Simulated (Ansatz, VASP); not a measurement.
**VMo2S6: VASP beside Ansatz**

```
V Mo S
1.0
     3.14715    0.00000    0.00000
    -1.57358    2.72551    0.00000
     0.00000    0.00000   22.32529
V Mo S
1 2 6
Direct
  0.00000 0.00000 0.50000
  0.33333 0.66667 0.83333
  0.66667 0.33333 0.16667
  0.66667 0.33333 0.76791
  0.00000 0.00000 0.10124
  0.33333 0.66667 0.43457
  0.66667 0.33333 0.56543
  0.00000 0.00000 0.89876
  0.33333 0.66667 0.23209
```

Alike in both runs: task single point; functional PBE; k mesh 6 × 6 × 1; occupations gaussian, width 0.1 eV; collinear spin.

```csv
,VASP,Ansatz
version,VASP 6.6.1,Ansatz 0.2.0
potentials or method,"VASP PAW PBE potentials, release 64 (V_sv, Mo_sv, S), cutoff 520 eV","scalar-relativistic, plane waves, PAW"
valence electrons in the cell,77,77
```

```tsv
	VASP	Ansatz	Ansatz less VASP
gap on the k mesh at the Fermi level (eV)	none	none	-
pressure (GPa)	10.9	11.0	+0.13
traceless stress, the component that is largest in VASP (GPa)	2.61	2.62	+0.007
rms of the force components (eV/Å)	1.002	1.008	+0.0065
net moment per atom (μB)	0.07	0.07	0.000
size of the moment on the site where the two differ most (μB)	0.59	0.53	-0.066
```

Site moments also hang on the region over which each program counts them. Atom by atom the forces differ by 0.007 eV/Å (rms over components). A gap of «none» marks a metal or a gap that the smearing closes.

The k mesh is coarse, so the values compare programs but aren't converged.
